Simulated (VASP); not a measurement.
# H (P6_3/mmc) in VASP: density of states with PBE

Aim: the density of states of H with PBE.

All numbers are computed with VASP 6.6.1; they aren't measurements. Logs are shortened: lines on timing, memory, paths and dates and some standing lists are left out, and cuts for length are marked.

## (1) The cell of the first run

The structure is hexagonal, space group P6_3/mmc (No. 194). The conventional cell has a = 3.871 Å, b = 3.871 Å, c = 5.077 Å, α = 90.00°, β = 90.00°, γ = 120.00°. H (site symmetry 3m) has 1 H at 0.75 Å within 1.0 Å.

## (2) Density of states, PBE

POSCAR reads:

```
H
1.0
    3.8711427836      0.0000000000      0.0000000000
   -1.9355713918      3.3525079923      0.0000000000
    0.0000000000      0.0000000000      5.0765865286
H
4
Direct
    0.3333333333      0.6666666667      0.1760596972
    0.6666666667      0.3333333333      0.6760596972
    0.6666666667      0.3333333333      0.8239403028
    0.3333333333      0.6666666667      0.3239403028
```

INCAR.step1 reads:

```
SYSTEM = H
PREC = Accurate
ENCUT = 520
EDIFF = 1E-6
ISMEAR = 0
SIGMA = 0.02
LREAL = .FALSE.
LASPH = .TRUE.
NELM = 80
ALGO = Normal
ISIF = 2
LWAVE = .FALSE.
LCHARG = .TRUE.
GGA = PE
NBANDS = 10
```

KPOINTS.step1 reads:

```
regular mesh
0
G
  9 9 6
  0 0 0
```

INCAR.step2 reads:

```
SYSTEM = H
PREC = Accurate
ENCUT = 520
EDIFF = 1E-6
ISMEAR = -5
SIGMA = 0.02
LREAL = .FALSE.
LASPH = .TRUE.
NELM = 80
ALGO = Normal
ISIF = 2
LWAVE = .FALSE.
LCHARG = .FALSE.
GGA = PE
LORBIT = 11
NBANDS = 10
NEDOS = 1001
ICHARG = 11
```

KPOINTS.step2 reads:

```
regular mesh
0
G
  14 14 9
  0 0 0
```

Potentials or basis: VASP PAW PBE potentials, release 64 (H).

Started as:

```sh
> cat potpaw_PBE.64/H/POTCAR > POTCAR
> cp INCAR.step1 INCAR
> cp KPOINTS.step1 KPOINTS
> mpirun -np 1 vasp_std > vasp.out
> cp INCAR.step2 INCAR
> cp KPOINTS.step2 KPOINTS
> mpirun -np 1 vasp_std > vasp.out
```

OUTCAR:

```text
SYSTEM = H
   PREC = Accurate
   ENCUT = 520
   EDIFF = 1E-6
   ISMEAR = -5
   LREAL = .FALSE.
   LASPH = .TRUE.
   NELM = 80
   ISIF = 2
   GGA = PE
   LORBIT = 11
   ICHARG = 11

 ion  position               nearest neighbor table
   1  0.333  0.667  0.176-   4 0.75
   2  0.667  0.333  0.676-   3 0.75
   3  0.667  0.333  0.824-   2 0.75
   4  0.333  0.667  0.324-   1 0.75

  LATTYP: Found a hexagonal cell.
 ALAT       =     3.8711427836
 C/A-ratio  =     1.3113922199

  Lattice vectors:

 A1 = (   3.8711427836,   0.0000000000,   0.0000000000)
 A2 = (  -1.9355713918,   3.3525079923,   0.0000000000)
 A3 = (   0.0000000000,   0.0000000000,   5.0765865286)

Analysis of symmetry for initial positions (statically):
=====================================================================
 Subroutine PRICEL returns:
 Original cell was already a primitive cell.

 Routine SETGRP: Setting up the symmetry group for a
 hexagonal supercell.

 Subroutine GETGRP returns: Found 24 space group operations
 (whereof 12 operations were pure point group operations)
 out of a pool of 24 trial point group operations.

The static configuration has the point symmetry D_3d.
 The point group associated with its full space group is D_6h.

Analysis of symmetry for dynamics (positions and initial velocities):
=====================================================================
 Subroutine PRICEL returns:
 Original cell was already a primitive cell.

 Routine SETGRP: Setting up the symmetry group for a
 hexagonal supercell.

 Subroutine GETGRP returns: Found 24 space group operations
 (whereof 12 operations were pure point group operations)
 out of a pool of 24 trial point group operations.

The dynamic configuration has the point symmetry D_3d.
 The point group associated with its full space group is D_6h.

 Subroutine INISYM returns: Found 24 space group operations
 (whereof 12 operations are pure point group operations),
 and found     1 'primitive' translations

----------------------------------------------------------------------------------------

                                     Primitive cell

  volume of cell :      65.8841

  direct lattice vectors                    reciprocal lattice vectors
     3.871142784  0.000000000  0.000000000     0.258321652  0.149142075  0.000000000
    -1.935571392  3.352507992  0.000000000     0.000000000  0.298284151  0.000000000
     0.000000000  0.000000000  5.076586529     0.000000000  0.000000000  0.196982755

  length of vectors
     3.871142784  3.871142784  5.076586529     0.298284151  0.298284151  0.196982755

  position of ions in fractional coordinates (direct lattice)
     0.333333333  0.666666667  0.176059697
     0.666666667  0.333333333  0.676059697
     0.666666667  0.333333333  0.823940303
     0.333333333  0.666666667  0.323940303

  ion indices of the primitive-cell ions
   primitive index   ion index
                 1           1
                 2           2
                 3           3
                 4           4

----------------------------------------------------------------------------------------

 KPOINTS: regular mesh

Automatic generation of k-mesh.
 Grid dimensions read from file:
 generate k-points for:   14   14    9

 Generating k-lattice:

  Cartesian coordinates                     Fractional coordinates (reciprocal lattice)
     0.018451547  0.010653005  0.000000000     0.071428571  0.000000000  0.000000000
     0.000000000  0.021306011  0.000000000     0.000000000  0.071428571  0.000000000
     0.000000000  0.000000000  0.021886973     0.000000000  0.000000000  0.111111111

  Length of vectors
     0.021306011  0.021306011  0.021886973

  Shift w.r.t. Gamma in fractional coordinates (k-lattice)
     0.000000000  0.000000000  0.000000000

 TETIRR: Found   1729 inequivalent tetrahedra from    10584

 Subroutine IBZKPT returns following result:
 ===========================================

 Found    120 irreducible k-points:

 Following reciprocal coordinates:
            Coordinates               Weight
  0.000000  0.000000  0.000000      1.000000
  0.071429  0.000000  0.000000      6.000000
  0.142857  0.000000  0.000000      6.000000
  0.214286 -0.000000  0.000000      6.000000
  0.285714  0.000000  0.000000      6.000000
  0.357143  0.000000  0.000000      6.000000
[... 16 lines left out ...]
  0.285714  0.285714  0.000000      6.000000
  0.357143  0.285714  0.000000      6.000000
 [... further k-points ...]
   k-points           NKPTS =    120   k-points in BZ     NKDIM =    120   number of bands    NBANDS=     10
   number of dos      NEDOS =   1001   number of ions     NIONS =      4
   total plane-waves  NPLWV =  36000
   dimension x,y,z NGX =    30 NGY =   30 NGZ =   40
   dimension x,y,z NGXF=    60 NGYF=   60 NGZF=   80
   ions per type =               4
   NGX,Y,Z   is equivalent  to a cutoff of  12.88, 12.88, 13.10 a.u.
   NGXF,Y,Z  is equivalent  to a cutoff of  25.77, 25.77, 26.20 a.u.
 SYSTEM =  H
   PREC   = accura    normal or accurate (medium, high low for compatibility)
   ISTART =      0    job   : 0-new  1-cont  2-samecut
   ICHARG =     11    charge: 1-file 2-atom 10-const
   ISPIN  =      1    spin polarized calculation?
   LNONCOLLINEAR =      F non collinear calculations
   LSORBIT =      F    spin-orbit coupling
   LASPH  =      T    aspherical Exc in radial PAW
   ENCUT  =  520.0 eV  38.22 Ry    6.18 a.u.   7.20  7.20  9.44*2*pi/ulx,y,z
   NELM   =     80;   NELMIN=  2; NELMDL=  0     # of ELM steps
   EDIFF  = 0.1E-05   stopping-criterion for ELM
   LREAL  =      F    real-space projection
   EDIFFG = 0.1E-04   stopping-criterion for IOM
   NSW    =      0    number of steps for IOM
   IBRION =     -1    ionic relax: 0-MD 1-quasi-New 2-CG
   NFREE  =      0    steps in history (QN), initial steepest desc. (CG)
   ISIF   =      2    stress and relaxation
   ISYM   =      2    0-nonsym 1-usesym 2-fastsym
   POTIM  = 0.5000    time-step for ionic-motion
   TEBEG  =    0.0;   TEEND  =   0.0 temperature during run
   PSTRESS=    0.0 pullay stress
   NELECT =       4.0000    total number of electrons
   NUPDOWN=      -1.0000    fix difference up-down
   EMIN   =  10.00;   EMAX   =-10.00  energy-range for DOS
   EFERMI =   0.00;   METHOD = LEGACY
   ISMEAR =    -5;   SIGMA  =   0.02  broadening in eV -4-tet -1-fermi 0-gaus
   EFERMI_NEDOS =   21; number of points for ismear=-14 and -15
   IALGO  =     38    algorithm
   IMIX   =      4    mixing-type and parameters
     AMIX     =   0.40;   BMIX     =  1.00
     AMIX_MAG =   1.60;   BMIX_MAG =  1.00
  volume/ion in A,a.u.               =      16.47       111.15
  Fermi-wavevector in a.u.,A,eV,Ry     =   0.643430  1.215906  5.632839  0.414002
  Thomas-Fermi vector in A             =   1.710427
   LORBIT       =     11    0 simple, 1 ext, 2 COOP (PROOUT), +10 PAW based schemes
   GGA     = PE    functional components
   LHFCALC =     F    Hartree Fock is set to
   AEXX    =    0.0000 exact exchange contribution
   IVDW    =     0    specifies the selected vdW correction
   LEPSILON=     F    determine dielectric tensor
   LRPA    =     F    only Hartree local field effects (RPA)
 non-spin polarized calculation
 Fermi weights with tetrahedron method with Bloechl corrections
  energy-cutoff  :      520.00
  volume of cell :       65.88
 maximum number of plane-waves:      1797
 NGX is ok and might be reduce to    30

 number of electron       4.0000005 magnetization

 Free energy of the ion-electron system (eV)
  ---------------------------------------------------
  ext. energy  EPLUGINS =         0.00000000
  ---------------------------------------------------
  free energy    TOTEN  =       -13.57771990 eV

  energy without entropy =      -13.57771990  energy(sigma->0) =      -13.57771990

 E-fermi :  -8.9133     XC(G=0):  -4.5307

 val. band max:       -8.9139245886   @ k =   0.0000   0.0000   0.0000
 cond. band min:       0.4079130231   @ k =   0.0000   0.0000   0.0000
 fundamental gap:      9.3218376117
 Fermi energy:        -8.9133443271

 k-point     1 :       0.0000    0.0000    0.0000
  band No.  band energies     occupation
      1     -10.2784      2.00000
      2      -8.9139      2.00000
      3       0.4079      0.00000
      4       2.9519      0.00000
      5       6.0307      0.00000
      6       7.4751      0.00000
      7       8.1603      0.00000
      8       8.1603      0.00000
      9       9.5342      0.00000
     10       9.5342      0.00000

 k-point     2 :       0.0714    0.0000    0.0000
  band No.  band energies     occupation
      1     -10.2527      2.00000
      2      -8.9161      2.00000
      3       0.4664      0.00000
      4       2.8742      0.00000
      5       5.7429      0.00000
      6       7.3548      0.00000
      7       7.8106      0.00000
      8       8.1255      0.00000
      9       9.8883      0.00000
     10       9.9285      0.00000

 k-point     3 :       0.1429    0.0000    0.0000
  band No.  band energies     occupation
      1     -10.1771      2.00000
      2      -8.9238      2.00000
      3       0.6407      0.00000
      4       2.6577      0.00000
      5       5.1339      0.00000
      6       7.0078      0.00000
      7       7.2285      0.00000
      8       8.0144      0.00000
      9      10.5578      0.00000
     10      10.6380      0.00000
[... 248 lines left out ...]
 k-point    23 :       0.2857    0.2857    0.0000
  band No.  band energies     occupation
      1      -9.4458      2.00000
      2      -9.1929      2.00000
      3       1.5728      0.00000
      4       2.8810      0.00000
      5       3.4904      0.00000
      6       3.7957      0.00000
      7       4.0445      0.00000
      8       7.0993      0.00000
      9       8.1273      0.00000
     10      11.8239      0.00000

 k-point    24 :       0.3571    0.2857    0.0000
  band No.  band energies     occupation
      1      -9.3654      2.00000
      2      -9.2564      2.00000
      3       1.5685      0.00000
      4       3.2348      0.00000
      5       3.5475      0.00000
      6       3.5707      0.00000
      7       3.6992      0.00000
      8       6.9634      0.00000
      9       7.9559      0.00000
     10      11.9223      0.00000

 [... further k-points ...]

------------------------ aborting loop because EDIFF is reached ----------------------------------------

  FORCE on cell =-STRESS in cart. coord.  units (eV):
  Direction    XX          YY          ZZ          XY          YZ          ZX
  --------------------------------------------------------------------------------------
  -------------------------------------------------------------------------------------
  Total       -0.0464745     -0.0464745     -0.0777193      0.0000000      0.0000000      0.0000000
  in kB       -1.1301729     -1.1301729     -1.8899864      0.0000000      0.0000000      0.0000000
  external PRESSURE =      -1.3834441 kB  Pullay stress =       0.0000000 kB

 VOLUME and BASIS-vectors are now :
 -----------------------------------------------------------------------------
  energy-cutoff  :      520.00
  volume of cell :       65.88
      direct lattice vectors                 reciprocal lattice vectors
     3.871142784  0.000000000  0.000000000     0.258321652  0.149142075  0.000000000
    -1.935571392  3.352507992  0.000000000     0.000000000  0.298284151  0.000000000
     0.000000000  0.000000000  5.076586529     0.000000000  0.000000000  0.196982755

 POSITION                                       TOTAL-FORCE (eV/Angst)
 -----------------------------------------------------------------------------------
     -0.00000      2.23501      0.89378         0.000000     -0.000000      0.011092
      1.93557      1.11750      3.43208         0.000000      0.000000      0.011092
      1.93557      1.11750      4.18280         0.000000      0.000000     -0.011092
     -0.00000      2.23501      1.64451        -0.000000     -0.000000     -0.011092
 -----------------------------------------------------------------------------------
    total drift:                               -0.000000      0.000000     -0.000000

  FREE ENERGIE OF THE ION-ELECTRON SYSTEM (eV)
  ---------------------------------------------------
  free  energy   TOTEN  =       -13.5777199048 eV

  energy  without entropy=      -13.5777199048  energy(sigma->0) =      -13.57771990

 total charge

# of ion       s       p       d       tot
------------------------------------------
    1        0.607   0.028   0.000   0.635
    2        0.607   0.028   0.000   0.635
    3        0.607   0.028   0.000   0.635
    4        0.607   0.028   0.000   0.635
--------------------------------------------------
tot          2.427   0.113   0.000   2.541
```

It took 81 s on 1 thread of AMD EPYC 7R13, shared host; peak memory 0.16 GiB.

Results:

```yaml
Valence_electrons_inside_the_program's_atomic_spheres: H 0.64
```
